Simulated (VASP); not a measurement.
Wanted: the native input for a VASP 6.6.1 run.

- Task: single point
- Functional: LDA
- Potentials or basis: VASP PAW LDA potentials, release 64 (Ru_pv)
- Cutoff: 520 eV
- k mesh: 13 × 13 × 8
- Occupations: fermi-dirac, width 1 eV
- Spin: no spin polarisation
- Dipole correction: no
- Further INCAR settings: ALGO = Normal; EDIFF = 1e-07; NBANDS = 21

The structure of Ru lies in POSCAR:

```
Ru
1.0
    2.6775346364      0.0000000000      0.0000000000
   -1.3387673182      2.3188130146      0.0000000000
    0.0000000000      0.0000000000      4.2181251212
Ru
2
Direct
    0.3333333333      0.6666666667      0.2500000000
    0.6666666667      0.3333333333      0.7500000000
```

The input as run:

INCAR

```
SYSTEM = Ru
PREC = Accurate
ENCUT = 520
EDIFF = 1E-7
ISMEAR = -1
SIGMA = 1.0
LREAL = .FALSE.
LASPH = .TRUE.
NELM = 80
ALGO = Normal
ISIF = 2
LWAVE = .FALSE.
LCHARG = .TRUE.
GGA = CA
LELF = .TRUE.
LVHAR = .TRUE.
NBANDS = 21
```

KPOINTS

```
regular mesh
0
G
  13 13 8
  0 0 0
```

Potentials or basis: VASP PAW LDA potentials, release 64 (Ru_pv).

Launch:

```bash
$ cat potpaw_LDA.64/Ru_pv/POTCAR > POTCAR
$ mpirun -np 1 vasp_std > vasp.out
```

It gave:

The pressure is 30.0 GPa. The band gap on the k mesh is zero (bands 14 and 15 overlap by 3.25 eV).

Caveat: the cell stands under pressure; so wide a smearing shifts energies and pressures.

Wall time 49 s on 1 thread of AMD EPYC 7R13, with other jobs on the host, peak memory 0.13 GiB.
